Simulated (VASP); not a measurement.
BN, 4 atoms in the cell. It takes space group P6_3/mmc (No. 194, hexagonal). The conventional cell has a = 2.445 Å, b = 2.445 Å, c = 4.675 Å, α = 90.00°, β = 90.00°, γ = 120.00°. Within 1.9 Å of B (site symmetry -6m2) lie 3 N at 1.41 Å. N (site symmetry -6m2) has 3 B at 1.41 Å within 1.9 Å. 

- Program: VASP 6.6.1
- Task: single point
- Functional: PBEsol
- Potentials or basis: VASP PAW PBE potentials, release 64 (B, N)
- Cutoff: 520 eV
- k mesh: 12 × 12 × 6
- Occupations: gaussian, width 0.02 eV
- Spin: no spin polarisation
- Dipole correction: no
- Further INCAR settings: ALGO = Normal; EDIFF = 1e-07; NBANDS = 16

Potentials or basis: VASP PAW PBE potentials, release 64 (B, N).

The run is started by

```sh
$ cat potpaw_PBE.64/B/POTCAR potpaw_PBE.64/N/POTCAR > POTCAR
$ mpirun -np 1 vasp_std > vasp.out
```

Hardware: 1 thread of Intel(R) Xeon(R) 6975P-C (Granite Rapids), with other jobs on the host.

**Question.** How long does it take, and how much memory?

**Answer.** Wall time 11 s on 1 thread of Intel(R) Xeon(R) 6975P-C (Granite Rapids) (shared host), peak memory 0.14 GiB. Counts: scf iterations 13, k points 76.
